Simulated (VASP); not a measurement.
# MgI2 (P-3m1) in VASP: notebook

Runs on MgI2. Level: PBEsol. Tasks: single point.

Program: VASP 6.6.1. These are calculated values, not measurements. Logs are shortened: lines on timing, memory, paths and dates and some standing lists are left out, and cuts for length are marked.

## (1) The cell of the first run

Symmetry: P-3m1, No. 164, trigonal system. Conventional cell: a = 4.154 Å, b = 4.154 Å, c = 6.965 Å, α = 90.00°, β = 90.00°, γ = 120.00°. Within 3.9 Å of Mg (site symmetry -3m) lie 6 I at 2.93 Å. Within 3.9 Å of I (site symmetry 3m) lie 3 Mg at 2.93 Å.

## (2) Single point, PBEsol (strain +0.000 along x and y, +0.015 along z)

The input, INCAR:

```
  ALGO = Normal
  EDIFF = 1E-6
  ENCUT = 520
  GGA = PS
  ISIF = 2
  ISMEAR = 0
  LASPH = True
  LCHARG = False
  LREAL = False
  LWAVE = False
  NBANDS = 15
  NELM = 100
  PREC = Accurate
  SIGMA = 0.05
```

The input, KPOINTS:

```
k-points
0
Gamma
  6 6 4
```

The input, POSCAR:

```
MgI2
1.0
    4.1537001214      0.0000000000      0.0000000000
   -2.0768500607      3.5972098248      0.0000000000
    0.0000000000      0.0000000000      6.9649300000
Mg I
1 2
Direct
    0.0000000000      0.0000000000      0.0000000000
    0.3333333333      0.6666666667      0.7576300000
    0.6666666667      0.3333333333      0.2423700000
```

Potentials or basis: VASP PAW PBE potentials, release 64 (Mg, I).

On the command line:

```console
$ cat potpaw_PBE.64/Mg/POTCAR potpaw_PBE.64/I/POTCAR > POTCAR
$ mpirun -np 1 vasp_std > vasp.out
```

OUTCAR:

```text
EDIFF = 1E-6
   ENCUT = 520
   GGA = PS
   ISIF = 2
   ISMEAR = 0
   LASPH = True
   LREAL = False
   NELM = 100
   PREC = Accurate

 ion  position               nearest neighbor table
   1  0.000  0.000  0.000-   2 2.93   3 2.93   2 2.93   3 2.93   3 2.93   2 2.93
   2  0.333  0.667  0.758-   1 2.93   1 2.93   1 2.93
   3  0.667  0.333  0.242-   1 2.93   1 2.93   1 2.93

  LATTYP: Found a hexagonal cell.
 ALAT       =     4.1537001214
 C/A-ratio  =     1.6768013570

  Lattice vectors:

 A1 = (   4.1537001214,   0.0000000000,   0.0000000000)
 A2 = (  -2.0768500607,   3.5972098248,   0.0000000000)
 A3 = (   0.0000000000,   0.0000000000,   6.9649300000)

Analysis of symmetry for initial positions (statically):
=====================================================================
 Subroutine PRICEL returns:
 Original cell was already a primitive cell.

 Routine SETGRP: Setting up the symmetry group for a
 hexagonal supercell.

 Subroutine GETGRP returns: Found 12 space group operations
 (whereof 12 operations were pure point group operations)
 out of a pool of 24 trial point group operations.

The static configuration has the point symmetry D_3d.

Analysis of symmetry for dynamics (positions and initial velocities):
=====================================================================
 Subroutine PRICEL returns:
 Original cell was already a primitive cell.

 Routine SETGRP: Setting up the symmetry group for a
 hexagonal supercell.

 Subroutine GETGRP returns: Found 12 space group operations
 (whereof 12 operations were pure point group operations)
 out of a pool of 24 trial point group operations.

The dynamic configuration has the point symmetry D_3d.

 Subroutine INISYM returns: Found 12 space group operations
 (whereof 12 operations are pure point group operations),
 and found     1 'primitive' translations

----------------------------------------------------------------------------------------

                                     Primitive cell

  volume of cell :     104.0681

  direct lattice vectors                    reciprocal lattice vectors
     4.153700121  0.000000000  0.000000000     0.240749205  0.138996618  0.000000000
    -2.076850061  3.597209825  0.000000000     0.000000000  0.277993236  0.000000000
     0.000000000  0.000000000  6.964930000     0.000000000  0.000000000  0.143576461

  length of vectors
     4.153700121  4.153700121  6.964930000     0.277993236  0.277993236  0.143576461

  position of ions in fractional coordinates (direct lattice)
     0.000000000  0.000000000  0.000000000
     0.333333333  0.666666667  0.757630000
     0.666666667  0.333333333  0.242370000

  ion indices of the primitive-cell ions
   primitive index   ion index
                 1           1
                 2           2
                 3           3

----------------------------------------------------------------------------------------

 KPOINTS: k-points

Automatic generation of k-mesh.
 Grid dimensions read from file:
 generate k-points for:    6    6    4

 Generating k-lattice:

  Cartesian coordinates                     Fractional coordinates (reciprocal lattice)
     0.040124867  0.023166103  0.000000000     0.166666667 -0.000000000  0.000000000
     0.000000000  0.046332206  0.000000000     0.000000000  0.166666667  0.000000000
     0.000000000  0.000000000  0.035894115     0.000000000  0.000000000  0.250000000

  Length of vectors
     0.046332206  0.046332206  0.035894115

  Shift w.r.t. Gamma in fractional coordinates (k-lattice)
     0.000000000  0.000000000  0.000000000

 Subroutine IBZKPT returns following result:
 ===========================================

 Found     24 irreducible k-points:

 Following reciprocal coordinates:
            Coordinates               Weight
  0.000000  0.000000  0.000000      1.000000
  0.166667  0.000000  0.000000      6.000000
  0.333333  0.000000  0.000000      6.000000
  0.500000  0.000000  0.000000      3.000000
  0.166667  0.166667  0.000000      6.000000
  0.333333  0.166667  0.000000     12.000000
[... 16 lines left out ...]
  0.333333  0.166667  0.500000     12.000000
  0.333333  0.333333  0.500000      2.000000
   k-points           NKPTS =     24   k-points in BZ     NKDIM =     24   number of bands    NBANDS=     15
   number of dos      NEDOS =    301   number of ions     NIONS =      3
   total plane-waves  NPLWV =  55296
   dimension x,y,z NGX =    32 NGY =   32 NGZ =   54
   dimension x,y,z NGXF=    64 NGYF=   64 NGZF=  108
   ions per type =               1   2
   NGX,Y,Z   is equivalent  to a cutoff of  12.81, 12.81, 12.89 a.u.
   NGXF,Y,Z  is equivalent  to a cutoff of  25.62, 25.62, 25.78 a.u.
 SYSTEM =  unknown system
   PREC   = accura    normal or accurate (medium, high low for compatibility)
   ISTART =      0    job   : 0-new  1-cont  2-samecut
   ICHARG =      2    charge: 1-file 2-atom 10-const
   ISPIN  =      1    spin polarized calculation?
   LNONCOLLINEAR =      F non collinear calculations
   LSORBIT =      F    spin-orbit coupling
   LASPH  =      T    aspherical Exc in radial PAW
   ENCUT  =  520.0 eV  38.22 Ry    6.18 a.u.   7.72  7.72 12.95*2*pi/ulx,y,z
   NELM   =    100;   NELMIN=  2; NELMDL= -5     # of ELM steps
   EDIFF  = 0.1E-05   stopping-criterion for ELM
   LREAL  =      F    real-space projection
   EDIFFG = 0.1E-04   stopping-criterion for IOM
   NSW    =      0    number of steps for IOM
   IBRION =     -1    ionic relax: 0-MD 1-quasi-New 2-CG
   NFREE  =      0    steps in history (QN), initial steepest desc. (CG)
   ISIF   =      2    stress and relaxation
   ISYM   =      2    0-nonsym 1-usesym 2-fastsym
   POTIM  = 0.5000    time-step for ionic-motion
   TEBEG  =    0.0;   TEEND  =   0.0 temperature during run
   PSTRESS=    0.0 pullay stress
   NELECT =      16.0000    total number of electrons
   NUPDOWN=      -1.0000    fix difference up-down
   EMIN   =  10.00;   EMAX   =-10.00  energy-range for DOS
   EFERMI =   0.00;   METHOD = LEGACY
   ISMEAR =     0;   SIGMA  =   0.05  broadening in eV -4-tet -1-fermi 0-gaus
   EFERMI_NEDOS =   21; number of points for ismear=-14 and -15
   IALGO  =     38    algorithm
   IMIX   =      4    mixing-type and parameters
     AMIX     =   0.40;   BMIX     =  1.00
     AMIX_MAG =   1.60;   BMIX_MAG =  1.00
  volume/ion in A,a.u.               =      34.69       234.10
  Fermi-wavevector in a.u.,A,eV,Ry     =   0.877019  1.657325 10.465086  0.769162
  Thomas-Fermi vector in A             =   1.996909
   LORBIT       =      0    0 simple, 1 ext, 2 COOP (PROOUT), +10 PAW based schemes
   GGA     = PS    functional components
   LHFCALC =     F    Hartree Fock is set to
   AEXX    =    0.0000 exact exchange contribution
   IVDW    =     0    specifies the selected vdW correction
   LEPSILON=     F    determine dielectric tensor
   LRPA    =     F    only Hartree local field effects (RPA)
 non-spin polarized calculation
 Gauss-broadening in eV      SIGMA  =   0.05
  energy-cutoff  :      520.00
  volume of cell :      104.07
 maximum number of plane-waves:      2834
 NGX is ok and might be reduce to    32
   NGX = 15   NGY = 15   NGZ = 25

 number of electron      16.0000000 magnetization

 Free energy of the ion-electron system (eV)
  ---------------------------------------------------
  ext. energy  EPLUGINS =         0.00000000
  ---------------------------------------------------
  free energy    TOTEN  =        -8.41657292 eV

  energy without entropy =       -8.41657292  energy(sigma->0) =       -8.41657292

 E-fermi :   2.2990     XC(G=0):  -8.3098

 val. band max:        2.0408500129   @ k =   0.0000   0.0000   0.0000
 cond. band min:       5.5419380832   @ k =   0.5000   0.0000   0.2500
 fundamental gap:      3.5010880703
 Fermi energy:         2.2990072422

 k-point     1 :       0.0000    0.0000    0.0000
  band No.  band energies     occupation
      1      -9.9736      2.00000
      2      -9.3063      2.00000
      3      -1.4465      2.00000
      4       1.6806      2.00000
      5       1.6806      2.00000
      6       2.0289      2.00000
      7       2.0408      2.00000
      8       2.0409      2.00000
      9       5.6313      0.00000
     10       6.7720      0.00000
     11       8.7586      0.00000
     12       8.7586      0.00000
     13       9.4055      0.00000
     14      10.1965      0.00000
     15      10.1965      0.00000

 k-point     2 :       0.1667    0.0000    0.0000
  band No.  band energies     occupation
      1      -9.8339      2.00000
      2      -9.2323      2.00000
      3      -1.2527      2.00000
      4       0.6765      2.00000
      5       1.1663      2.00000
      6       1.3722      2.00000
      7       1.9425      2.00000
      8       1.9775      2.00000
      9       6.5323      0.00000
     10       7.3990      0.00000
     11       8.2025      0.00000
     12       9.1149      0.00000
     13       9.1914      0.00000
     14      10.0144      0.00000
     15      10.6025      0.00000

 k-point     3 :       0.3333    0.0000    0.0000
  band No.  band energies     occupation
      1      -9.5021      2.00000
      2      -9.0998      2.00000
      3      -1.0761      2.00000
      4      -0.4987      2.00000
      5       0.1286      2.00000
      6       0.9327      2.00000
      7       1.5893      2.00000
      8       1.7561      2.00000
      9       6.0910      0.00000
     10       7.4116      0.00000
     11       7.8891      0.00000
     12       9.1267      0.00000
     13       9.4992      0.00000
     14      10.6483      0.00000
     15      11.0474      0.00000
[... 343 lines left out ...]
 k-point    23 :       0.3333    0.1667    0.5000
  band No.  band energies     occupation
      1      -9.2294      2.00000
      2      -9.1209      2.00000
      3      -1.3214      2.00000
      4      -0.8561      2.00000
      5       0.1775      2.00000
      6       0.5480      2.00000
      7       1.3518      2.00000
      8       1.4854      2.00000
      9       6.2862      0.00000
     10       7.5315      0.00000
     11       8.2080      0.00000
     12       8.8942      0.00000
     13       9.0999      0.00000
     14      10.2434      0.00000
     15      11.2376      0.00000

 k-point    24 :       0.3333    0.3333    0.5000
  band No.  band energies     occupation
      1      -9.1070      2.00000
      2      -9.1070      2.00000
      3      -1.0533      2.00000
      4      -0.6539      2.00000
      5      -0.6539      2.00000
      6      -0.1212      2.00000
      7       1.5071      2.00000
      8       1.5071      2.00000
      9       6.7878      0.00000
     10       7.7090      0.00000
     11       7.7090      0.00000
     12       9.2876      0.00000
     13      10.3411      0.00000
     14      10.6257      0.00000
     15      10.8244      0.00000

------------------------ aborting loop because EDIFF is reached ----------------------------------------

  FORCE on cell =-STRESS in cart. coord.  units (eV):
  Direction    XX          YY          ZZ          XY          YZ          ZX
  --------------------------------------------------------------------------------------
  -------------------------------------------------------------------------------------
  Total       -0.4012613     -0.4012613     -0.4170024      0.0000000     -0.0000000      0.0000000
  in kB       -6.1776059     -6.1776059     -6.4199480      0.0000000     -0.0000000      0.0000000
  external PRESSURE =      -6.2583866 kB  Pullay stress =       0.0000000 kB

 VOLUME and BASIS-vectors are now :
 -----------------------------------------------------------------------------
  energy-cutoff  :      520.00
  volume of cell :      104.07
      direct lattice vectors                 reciprocal lattice vectors
     4.153700121  0.000000000  0.000000000     0.240749205  0.138996618  0.000000000
    -2.076850061  3.597209825  0.000000000     0.000000000  0.277993236  0.000000000
     0.000000000  0.000000000  6.964930000     0.000000000  0.000000000  0.143576461

 POSITION                                       TOTAL-FORCE (eV/Angst)
 -----------------------------------------------------------------------------------
      0.00000      0.00000      0.00000         0.000000      0.000000      0.000000
     -0.00000      2.39814      5.27684        -0.000000      0.000000      0.147799
      2.07685      1.19907      1.68809         0.000000     -0.000000     -0.147799
 -----------------------------------------------------------------------------------
    total drift:                               -0.000000      0.000000     -0.000000

  FREE ENERGIE OF THE ION-ELECTRON SYSTEM (eV)
  ---------------------------------------------------
  free  energy   TOTEN  =        -8.4165729207 eV

  energy  without entropy=       -8.4165729207  energy(sigma->0) =       -8.41657292
```

Run time: 22 s. Hardware: 1 thread of AMD EPYC 9R14 (Zen 4), shared host; peak memory 0.2 GiB.

What came out:

```
Free energy            : -8.4166 eV
Pressure               : -0.6 GPa
Largest force          : 0.148 eV/Å
Band gap on the k mesh : 3.50 eV, indirect (least direct gap 3.59 eV)
```

Forces on the atoms (eV/Å):
```
Mg   0.000  0.000  0.000
I    0.000  0.000  0.148
I    0.000  0.000 -0.148
```

Caveat: the cell differs from its parent crystal (strain +0.000 along x and y, +0.015 along z); the PAW data sets were made with another functional, which shifts forces and pressure a little; spin-orbit coupling is left out, which moves the levels of the heavy elements; this functional lacks dispersion, which binds the layers, so the pressure and a relaxed spacing across them are unreliable. A k mesh can miss the band edges.

[end of part 1 of 2]
